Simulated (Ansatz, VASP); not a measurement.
# AlN: VASP beside Ansatz

```xyz
8
Lattice="-3.1110 0.0000 0.0000 -1.5555 -2.6942 0.0000 -2.7220 -1.5715 9.9560" Properties=species:S:1:pos:R:3 pbc="T T T"
Al   -1.5555   -0.8981    8.9977
Al   -1.5555   -0.8981    4.0197
Al   -3.1110   -1.7961    1.5307
Al   -3.1110   -1.7961    6.5087
N    -1.5555   -0.8981    0.9583
N    -1.5555   -0.8981    5.9363
N    -3.1110   -1.7961    3.4473
N    -3.1110   -1.7961    8.4253
```

Alike in both runs: task single point; functional PBE; k mesh 8 × 8 × 3; occupations gaussian, width 0.05 eV; no spin polarisation.

|  | VASP | Ansatz |
| --- | --- | --- |
| version | VASP 6.6.1 | Ansatz 0.2.0 |
| potentials or method | VASP PAW PBE potentials, release 64 (Al, N), cutoff 520 eV | scalar-relativistic, plane waves, PAW |
| valence electrons in the cell | 32 | 32 |

|  | VASP | Ansatz | Ansatz less VASP |
| --- | --- | --- | --- |
| gap on the k mesh at the Fermi level (eV) | 3.05 | 3.06 | +0.013 |
| least direct gap on the mesh (eV) | 3.31 | 3.31 | -0.006 |
| pressure (GPa) | 2.6 | 2.8 | +0.25 |
| traceless stress, the component that is largest in VASP (GPa) | 6.61 | 6.59 | -0.021 |
| rms of the force components (eV/Å) | 0.508 | 0.508 | +0.0009 |

Atom by atom the forces differ by 0.004 eV/Å (rms over components).
